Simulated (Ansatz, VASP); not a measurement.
# Two plane-wave programs on SiRuCl

```xyz
6
Lattice="4.4680 0.0000 0.0000 0.0000 4.4680 0.0000 0.0000 0.0000 5.8771" Properties=species:S:1:pos:R:3 pbc="T T T"
Si    2.2340    2.2340    0.0000
Si    2.2340    2.2340    2.9386
Ru    2.2340    0.0000    2.9386
Ru    0.0000    2.2340    0.0000
Cl    0.0000    0.0000    4.4078
Cl    0.0000    0.0000    1.4693
```

Change from the starting cell: species swapped into the ErCoC type (P4_2/mmc, No. 131).

Alike in both runs: task relaxation of cell and atoms; functional PBE; k mesh 8 × 8 × 6; occupations gaussian, width 0.1 eV; no spin polarisation.

|  | VASP | Ansatz |
| --- | --- | --- |
| version | VASP 6.6.1 | Ansatz 0.2.0 |
| potentials or method | VASP PAW PBE potentials, release 64 (Si, Ru_pv, Cl), cutoff 600 eV | scalar-relativistic, plane waves, PAW |
| valence electrons in the cell | 50 | 54 |

|  | VASP | Ansatz | Ansatz less VASP |
| --- | --- | --- | --- |
| gap on the k mesh at the Fermi level, each at its own relaxed structure (eV) | none | none | - |
| relaxed volume (Å³/atom) | 19.50 | 19.51 | +0.010 |
| relaxed length of the cell vector where the two differ most in proportion (Å) | 5.820 | 5.825 | +0.0052 |

A gap of «none» marks a metal or a gap that the smearing closes. VASP's potentials hold 50 valence electrons a cell and Ansatz's 54, so a difference there can come from the potentials and not from the codes.
